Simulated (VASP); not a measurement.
# LiH in VASP: further runs, part 2 of 2

VASP 6.6.1.

### 3 Single point, PBE

This run uses another cell than the first one.

File INCAR:

```
SYSTEM = LiH
PREC = Accurate
ENCUT = 520
EDIFF = 1E-6
ISMEAR = 0
SIGMA = 0.05
LREAL = Auto
LASPH = .TRUE.
NELM = 60
ALGO = Normal
ISIF = 2
LWAVE = .FALSE.
LCHARG = .FALSE.
GGA = PE
NBANDS = 30
```

File KPOINTS:

```
regular mesh
0
G
  1 1 8
  0 0 0
```

File POSCAR:

```
LiH
1.0
   13.0000000000      0.0000000000      0.0000000000
    0.0000000000     13.3000000000      0.0000000000
    0.0000000000      0.0000000000      4.0067974043
Li H
8 8
Direct
    0.5000000000      0.5000000000      0.0000000000
    0.5000000000      0.3493685186      0.5000000000
    0.5000000000      0.6506314814      0.5000000000
    0.3458924075      0.5000000000      0.5000000000
    0.6541075925      0.5000000000      0.5000000000
    0.3458924075      0.3493685186      0.0000000000
    0.3458924075      0.6506314814      0.0000000000
    0.6541075925      0.3493685186      0.0000000000
    0.3458924075      0.5000000000      0.0000000000
    0.6541075925      0.5000000000      0.0000000000
    0.3458924075      0.3493685186      0.5000000000
    0.3458924075      0.6506314814      0.5000000000
    0.6541075925      0.3493685186      0.5000000000
    0.5000000000      0.5000000000      0.5000000000
    0.5000000000      0.3493685186      0.0000000000
    0.5000000000      0.6506314814      0.0000000000
```

Potentials or basis: VASP PAW PBE potentials, release 64 (Li_sv, H).

Run with:

```bash
$ cat potpaw_PBE.64/Li_sv/POTCAR potpaw_PBE.64/H/POTCAR > POTCAR
$ mpirun -np 1 vasp_std > vasp.out
```

OUTCAR:

```text
SYSTEM = LiH
   PREC = Accurate
   ENCUT = 520
   EDIFF = 1E-6
   ISMEAR = 0
   LREAL = Auto
   LASPH = .TRUE.
   NELM = 60
   ISIF = 2
   GGA = PE

 ion  position               nearest neighbor table
   1  0.500  0.500  0.000-
   2  0.500  0.349  0.500-
   3  0.500  0.651  0.500-
   4  0.346  0.500  0.500-
   5  0.654  0.500  0.500-
   6  0.346  0.349  0.000-
[... 8 lines left out ...]
  15  0.500  0.349  0.000-
  16  0.500  0.651  0.000-

  LATTYP: Found a simple orthorhombic cell.
 ALAT       =     4.0067974043
 B/A-ratio  =     3.2444864784
 C/A-ratio  =     3.3193592433

  Lattice vectors:

 A1 = (   0.0000000000,   0.0000000000,   4.0067974043)
 A2 = (  13.0000000000,   0.0000000000,   0.0000000000)
 A3 = (   0.0000000000,  13.3000000000,   0.0000000000)

Analysis of symmetry for initial positions (statically):
=====================================================================
 Subroutine PRICEL returns:
 Original cell was already a primitive cell.

 Routine SETGRP: Setting up the symmetry group for a
 simple orthorhombic supercell.

[... 179 lines left out ...]
 fundamental gap:      3.0722158852
 Fermi energy:        -3.1249269576

 k-point     1 :       0.0000    0.0000    0.0000
  band No.  band energies     occupation
      1     -48.4714      2.00000
      2     -48.4642      2.00000
      3     -48.4405      2.00000
      4     -48.3371      2.00000
      5     -48.3370      2.00000
      6     -47.8539      2.00000
[... 144 lines left out ...]
     27       2.5575      0.00000
     28       2.5765      0.00000
 [bands above 28 left out]

------------------------ aborting loop because EDIFF is reached ----------------------------------------

  FORCE on cell =-STRESS in cart. coord.  units (eV):
  Direction    XX          YY          ZZ          XY          YZ          ZX
  --------------------------------------------------------------------------------------
  -------------------------------------------------------------------------------------
  Total       -1.7571825     -1.7505100     -6.4495526     -0.6603929      0.0000000      0.0000000
  in kB       -4.0638256     -4.0483943    -14.9158426     -1.5272868      0.0000000      0.0000000
  external PRESSURE =      -7.6760208 kB  Pullay stress =       0.0000000 kB

 VOLUME and BASIS-vectors are now :
 -----------------------------------------------------------------------------
  energy-cutoff  :      520.00
  volume of cell :      692.78
      direct lattice vectors                 reciprocal lattice vectors
    13.000000000  0.000000000  0.000000000     0.076923077  0.000000000  0.000000000
     0.000000000 13.300000000  0.000000000     0.000000000  0.075187970  0.000000000
     0.000000000  0.000000000  4.006797404     0.000000000  0.000000000  0.249575883

 POSITION                                       TOTAL-FORCE (eV/Angst)
 -----------------------------------------------------------------------------------
      6.50000      6.65000      0.00000         0.148306      0.148307      0.000000
      6.50000      4.64660      2.00340         0.015683      0.125823      0.000000
      6.50000      8.65340      2.00340        -0.528819     -0.117410      0.000000
      4.49660      6.65000      2.00340         0.125958      0.015554      0.000000
      8.50340      6.65000      2.00340        -0.116805     -0.527812      0.000000
      4.49660      4.64660      0.00000         0.303146      0.304417      0.000000
[... 8 lines left out ...]
      6.50000      4.64660      0.00000        -0.023788     -0.110413      0.000000
      6.50000      8.65340      0.00000        -0.105252      0.158618      0.000000
 -----------------------------------------------------------------------------------
    total drift:                               -0.006055     -0.004082      0.000002

  FREE ENERGIE OF THE ION-ELECTRON SYSTEM (eV)
  ---------------------------------------------------
  free  energy   TOTEN  =       -46.4386327871 eV

  energy  without entropy=      -46.4386327871  energy(sigma->0) =      -46.43863279
```

OSZICAR:

```text
N       E                     dE             d eps       ncg     rms          rms(c)
DAV:   1     0.151525924871E+03    0.15153E+03   -0.13917E+04   372   0.817E+02
DAV:   2    -0.111169419318E+02   -0.16264E+03   -0.15601E+03   368   0.217E+02
DAV:   3    -0.407201061954E+02   -0.29603E+02   -0.29391E+02   496   0.715E+01
[... 14 lines left out ...]
DAV:  18    -0.464385030897E+02   -0.13355E-03   -0.16592E-05   368   0.122E-02    0.361E-03
DAV:  19    -0.464386249113E+02   -0.12182E-03   -0.31479E-05   324   0.125E-02    0.145E-03
DAV:  20    -0.464386279794E+02   -0.30681E-05   -0.60484E-07   344   0.349E-03    0.960E-04
DAV:  21    -0.464386323539E+02   -0.43745E-05   -0.79539E-07   300   0.290E-03    0.346E-04
DAV:  22    -0.464386327871E+02   -0.43313E-06   -0.74578E-08   330   0.128E-03
   1 F= -.46438633E+02 E0= -.46438633E+02  d E =-.581828E-16
```

Run time: 6.4 min. Hardware: 1 thread of AMD EPYC 7R13, shared host; peak memory 0.55 GiB.

Results:

```yaml
Free_energy: -46.4386 eV
Largest_force: 0.542 eV/Å
Band_gap_on_the_k_mesh: 3.07 eV
```

Forces in eV/Å, atoms in the order of the input:
```
Li   0.148  0.148  0.000
Li   0.016  0.126  0.000
Li  -0.529 -0.117  0.000
Li   0.126  0.016  0.000
Li  -0.117 -0.528  0.000
Li   0.303  0.304  0.000
Li   0.346 -0.291  0.000
Li  -0.289  0.347  0.000
H   -0.110 -0.024  0.000
H    0.159 -0.105  0.000
H   -0.061 -0.061  0.000
H   -0.052  0.050  0.000
H    0.050 -0.052  0.000
H    0.139  0.139  0.000
H   -0.024 -0.110  0.000
H   -0.105  0.159  0.000
```

Caveat: the cutoff is under 1.25 times the usual one of these potentials, so pressure, stress and relaxed cells hold a basis-set (Pulay) error.
